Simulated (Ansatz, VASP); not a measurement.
Two plane-wave programs on BaTiO3

INCAR

```
ALGO = Normal
EDIFF = 1E-6
ENCUT = 910
GGA = PE
GGA_COMPAT = False
ISIF = 2
ISMEAR = -1
LASPH = True
LCHARG = False
LREAL = False
LWAVE = False
NBANDS = 28
NELM = 120
PREC = Accurate
SIGMA = 0.02
```

The input KPOINTS:

```
k-points
0
Gamma
  6 6 6
```

File POSCAR:

```
BaTiO3
1.0
    3.9258885792      0.0000000000      0.0000000000
    0.0000000000      3.9723652526      0.0000000000
    0.0000000000      0.0000000000      4.1122285626
Ba Ti O
1 1 3
Direct
    0.0000000000      0.0000000000     -0.0042501670
    0.5000000000      0.5000000000      0.4776046287
    0.5000000000      0.5000000000      0.0339020936
    0.5000000000      0.0000000000      0.5163359384
    0.0000000000      0.5000000000      0.5194075063
```

Input for Ansatz:

```yaml
crystal:
  lattice:
    - [3.9258885792, 0.0, 0.0]
    - [0.0, 3.9723652526, 0.0]
    - [0.0, 0.0, 4.1122285626]
  atoms:
    - { symbol: Ba, position: [0.0, 0.0, -0.004250167] }
    - { symbol: Ti, position: [0.5, 0.5, 0.4776046287] }
    - { symbol: O, position: [0.5, 0.5, 0.0339020936] }
    - { symbol: O, position: [0.5, 0.0, 0.5163359384] }
    - { symbol: O, position: [0.0, 0.5, 0.5194075063] }
kpoints:
  mp_grid: { grid: [6, 6, 6] }
  band_path:
    path:
      - [0.0, 0.0, 0.0]
      - [0.0, 0.5, 0.0]
      - [0.5, 0.5, 0.0]
      - [0.0, 0.0, 0.5]
      - [0.0, 0.5, 0.5]
      - [0.5, 0.5, 0.5]
    npoints: 1
hamiltonian:
  xc: pbe
scf:
  occupations: { method: fermi_dirac, width: 0.02 }
  n_extra_bands: 5
output:
  forces: true
  stress: true
  eigenvalues: true
```

Change from the starting cell: uniaxial_x strain -1.2%.

Alike in both runs: task single point; functional PBE; k mesh 6 × 6 × 6; occupations fermi-dirac, width 0.02 eV; no spin polarisation.

```csv
,VASP,Ansatz
version,VASP 6.6.1,Ansatz 0.2.0
potentials or method,"VASP PAW PBE potentials, release 64 (Ba_sv, Ti_sv, O_h)","plane waves, PAW"
plane-wave cutoff (eV),910,420
valence electrons in the cell,40,40
```

```csv
,VASP,Ansatz,Ansatz less VASP
gap on the k mesh at the Fermi level (eV),1.83,1.89,+0.056
rms of the force components (eV/Å),0.049,0.039,-0.0096
```

Atom by atom the forces differ by 0.017 eV/Å (rms over components). With one functional, cell and mesh, what is left measures potentials, basis and numerics.

Neither program's run includes spin-orbit coupling. Noted on VASP's run: the cutoff is short for stress, so the pressure is rough.
